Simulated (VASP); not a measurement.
Input of a VASP 6.6.1 run:

Contents of INCAR:

```
SYSTEM = Tl12F
PREC     = Accurate       ! precision mode
ENCUT    = 520            ! plane-wave cutoff, eV
EDIFF    = 1E-6           ! SCF threshold, eV
ISMEAR   = -1             ! smearing method
SIGMA    = 0.05           ! smearing width, eV
LREAL    = .False.        ! projectors in reciprocal space
LASPH    = .True.         ! aspherical terms in the spheres
NELM     = 120            ! most SCF steps
ALGO     = Normal         ! electronic algorithm
ISIF     = 2              ! what is computed and relaxed
LWAVE    = .False.        ! write WAVECAR
LCHARG   = .False.        ! write CHGCAR
NBANDS   = 94             ! bands
GGA_COMPAT= .False.
```

KPOINTS

```
regular mesh
0
Gamma
  3 2 3
  0 0 0
```

Contents of POSCAR:

```
Tl12F
1.0
    6.9200000000      0.0000000000      0.0000000000
   -5.1900000000      8.9893440000      0.0000000000
    0.0000000000      0.0000000000      5.5325400000
Tl F
12 1
Direct
   -0.0658405578     -0.0043384701      0.0338904012
   -0.1144121822      0.1558511945      0.5472170106
   -0.1801015460      0.2707316574     -0.0397285876
    0.2245442223      0.4586986548      0.5014514129
    0.1158956744      0.6475333461      0.1418878128
    0.1525557561      0.8687063261      0.6007186573
    0.4087847176     -0.0466107427      0.0619426159
    0.5069032329      0.2216513241      0.5133989090
    0.4661584960      0.3489242374      0.0935013574
    0.7215212842      0.5740129647      0.5680573480
    0.5836447210      0.6576341944     -0.0326613093
    0.6165390339      0.8363680375      0.5251114316
    1.1714938089      0.6547085082      0.6474783734
```

Potentials or basis: VASP PAW LDA potentials, release 64 (Tl_d, F).

Launch:

```sh
$ cat potpaw_LDA.64/Tl_d/POTCAR potpaw_LDA.64/F/POTCAR > POTCAR
$ mpirun -np 1 vasp_std > vasp.out
```

Task: Predict the band gap on the k mesh.

Result: Zero (an odd number of electrons rules out a gap without spin polarisation).

Task: What does it give for the pressure?

Result: 3.9 GPa.

Task: What does it give for the largest force?

Result: 2.008 eV/Å.

Forces in eV/Å, atoms in the order of the input:
```
Tl   0.331  0.178  0.217
Tl   0.740 -0.648 -1.311
Tl   0.013  0.743  1.522
Tl   0.179  0.135 -0.199
Tl  -0.384 -1.064 -0.216
Tl  -0.632  0.984 -0.473
Tl   0.171  1.009  0.273
Tl  -0.173 -0.538  0.841
Tl  -0.592  0.079 -1.066
Tl   1.135 -0.687 -1.216
Tl  -0.780  0.509  1.778
Tl  -0.199 -0.265 -0.523
F    0.191 -0.437  0.373
```

Caveat: the k points lie up to 0.38 Å⁻¹ apart, too coarse for converged energies and pressures of a metal; the atoms stand as in a frame of molecular dynamics; spin-orbit coupling is left out, which moves the levels of the heavy elements; an odd number of electrons without spin polarisation forces a metal; a magnetic or distorted state may lie lower.
